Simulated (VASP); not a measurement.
## Rh: single point with PBEsol

The system is Rh.

```
Rh
1.0
    -2.60857    2.99983    1.27614
     2.99983   -2.60857    1.27614
     1.82438    1.82438   -0.55955
Rh
2
Direct
  0.01016 0.98984 0.00000
  0.73984 0.26016 0.50000
```

```yaml
Program: VASP 6.6.1
Task: single point
Functional: PBEsol
Potentials_or_basis: VASP PAW PBE potentials, release 64 (Rh_pv)
Cutoff: 520 eV
k_mesh: 14 × 14 × 13
Occupations: fermi-dirac, width 0.1 eV
Spin: no spin polarisation
Dipole_correction: no
Further_INCAR_settings: ALGO = Normal; EDIFF = 1e-07; NBANDS = 22
```

The pressure is 11.7 GPa. The largest force is 0.125 eV/Å. The band gap on the k mesh is zero (bands 15 and 16 overlap by 2.21 eV).

Forces on the atoms (eV/Å):
```
Rh   0.089 -0.089  0.000
Rh  -0.089  0.089  0.000
```

Stress tensor (GPa, compression positive):
```
12.34 -1.01 -0.13
-1.01 12.34 -0.13
-0.13 -0.13 10.52
```

Levels at points of the mesh, in eV from the Fermi level:
```
           k point  band 13  band 14  band 15  band 16  band 17  band 18
(0.00, 0.00, 0.00)    -1.76    -0.87    -0.34     0.25     1.37     2.55
(0.50, 0.00, 0.00)    -1.92    -1.54    -0.79     0.64     2.50     4.49
(0.50, 0.50, 0.00)    -1.62    -1.52    -1.30    -0.69     0.66     0.94
```

Run time: 13 min on 1 thread of Oxide Virtual Turin-like Processor, on a shared host, peak memory 0.38 GiB.

Caveat: the cell stands under pressure; the PAW data sets were made with another functional, which shifts forces and pressure a little.
